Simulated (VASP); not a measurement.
A run of VASP 6.6.1 is set up as follows.

The input INCAR:

```
SYSTEM = AgCl
  PREC = Accurate
  ENCUT = 520
  EDIFF = 1E-7
  ISMEAR = -1
  SIGMA = 0.02
  LREAL = .False.
  LASPH = .True.
  NELM = 100
  ALGO = Normal
  ISIF = 2
  LWAVE = .False.
  LCHARG = .False.
  GGA = PE
  NBANDS = 16
```

File KPOINTS:

```
regular mesh
0
Gamma
  8 8 8
  0 0 0
```

Contents of POSCAR:

```
AgCl
1.0
    3.3955880419     -0.0419355123      0.0000000000
   -0.0419355123      3.3955880419      0.0000000000
    0.0000000000      0.0000000000      3.3955880419
Ag Cl
1 1
Direct
    0.0000000000      0.0000000000      0.0000000000
    0.5000000000      0.5000000000      0.5000000000
```

Potentials or basis: VASP PAW PBE potentials, release 64 (Ag, Cl).

Launch:

```console
$ cat potpaw_PBE.64/Ag/POTCAR potpaw_PBE.64/Cl/POTCAR > POTCAR
$ mpirun -np 1 vasp_std > vasp.out
```

(1) Estimate the band gap on the k mesh.

(2) Predict the pressure.

## Answers

(1) 0.51 eV (least direct gap 2.14 eV).

(2) 1.5 GPa.

Caveat: the cell differs from its parent crystal (shear xy strain -2.5%).
